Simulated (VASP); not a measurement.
Here is a VASP 6.6.1 calculation.

Contents of INCAR:

```
SYSTEM = Zn
PREC     = Accurate       ! precision mode
ENCUT    = 520            ! plane-wave cutoff, eV
EDIFF    = 1E-6           ! SCF threshold, eV
ISMEAR   = -1             ! smearing method
SIGMA    = 0.1            ! smearing width, eV
LREAL    = .False.        ! projectors in reciprocal space
LASPH    = .True.         ! aspherical terms in the spheres
NELM     = 80             ! most SCF steps
ALGO     = Normal         ! electronic algorithm
ISIF     = 2              ! what is computed and relaxed
LWAVE    = .False.        ! write WAVECAR
LCHARG   = .False.        ! write CHGCAR
LDIPOL   = .True.       
IDIPOL   = 3            
DIPOL    = 0.5 0.5 0.500
GGA      = PS             ! functional
IBRION   = 2              ! ionic algorithm
NSW      = 32             ! ionic steps
EDIFFG   = -0.01          ! ionic threshold
```

Contents of KPOINTS:

```
regular mesh
0
Gamma
  16 16 1
  0 0 0
```

Contents of POSCAR:

```
Zn
1.0
    2.5896975848      0.0000000000      0.0000000000
   -1.2948487924      2.2427438966      0.0000000000
    0.0000000000      0.0000000000     20.9176000000
Zn
3
Direct
    0.0000000000      0.0000000000      0.3863117081
    0.3333333333      0.6666666667      0.4999999975
    0.0000000000      0.0000000000      0.6136882944
```

Potentials or basis: VASP PAW PBE potentials, release 64 (Zn).

The run is started by

```bash
$ cat potpaw_PBE.64/Zn/POTCAR > POTCAR
$ mpirun -np 1 vasp_std > vasp.out
```

(1) Predict the band gap on the k mesh.

(2) Predict the energy gained by relaxing.

Results:

(1) zero (bands 18 and 19 overlap by 3.56 eV).

(2) 0.0 meV/atom.
